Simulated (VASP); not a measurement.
Set up this calculation in VASP 6.6.1, as the native input.

- Task: single point
- Functional: PBE
- Potentials or basis: VASP PAW PBE potentials, release 64 (Mg_sv, Sn_d, N)
- Cutoff: 840 eV
- k mesh: 4 × 4 × 3
- Occupations: gaussian, width 0.2 eV
- Spin: no spin polarisation
- Dipole correction: no
- Further INCAR settings: ALGO = Normal; EDIFF = 1e-06; NBANDS = 43

The structure of Mg3Sn2N2 lies in POSCAR:

```
Mg3Sn2N2
1.0
    6.5221249383      0.0000000036      0.0000000000
   -3.2610624722      5.6483258814      0.0000000000
    0.0000000000      0.0000000000      4.8041834542
Mg Sn N
3 2 2
Direct
    0.1527088045      0.8472911955      0.0000000000
    0.1527088045      0.3054176090      0.0000000000
    0.6945823910      0.8472911955      0.0000000000
    0.0000000000      0.0000000000      0.5000000000
    0.6666666667      0.3333333333      0.0000000000
    0.3333333333      0.6666666667      0.8661173126
    0.3333333333      0.6666666667      0.1338826874
```

The cell was generated, and may not be a known phase.

One way to write it, as run:

INCAR

```
PREC     = Accurate       # precision mode
ENCUT    = 840            # plane-wave cutoff, eV
EDIFF    = 1E-6           # SCF threshold, eV
ISMEAR   = 0              # smearing method
SIGMA    = 0.2            # smearing width, eV
LREAL    = False          # projectors in reciprocal space
LASPH    = True           # aspherical terms in the spheres
NELM     = 120            # most SCF steps
ALGO     = Normal         # electronic algorithm
ISIF     = 2              # what is computed and relaxed
LWAVE    = False          # write WAVECAR
LCHARG   = True           # write CHGCAR
GGA      = PE             # functional
LELF     = True           # ELF
LVHAR    = True         
NBANDS   = 43             # bands
GGA_COMPAT= False
```

KPOINTS

```
regular mesh
0
Gamma
  4 4 3
```

Potentials or basis: VASP PAW PBE potentials, release 64 (Mg_sv, Sn_d, N).

The run is started by

```sh
$ cat potpaw_PBE.64/Mg_sv/POTCAR potpaw_PBE.64/Sn_d/POTCAR potpaw_PBE.64/N/POTCAR > POTCAR
$ mpirun -np 1 vasp_std > vasp.out
```

It gave:

| Item | Value |
| --- | --- |
| Pressure | 0.1 GPa |
| Largest force | 0.249 eV/Å |
| Band gap on the k mesh | zero (bands 34 and 35 overlap by 0.13 eV) |

Caveat: the k points lie up to 0.44 Å⁻¹ apart; spin-orbit coupling is left out, which moves the levels of the heavy elements.

It took 88 s on 1 thread of Intel(R) Xeon(R) 6975P-C (Granite Rapids) (shared host), peak memory 0.51 GiB.
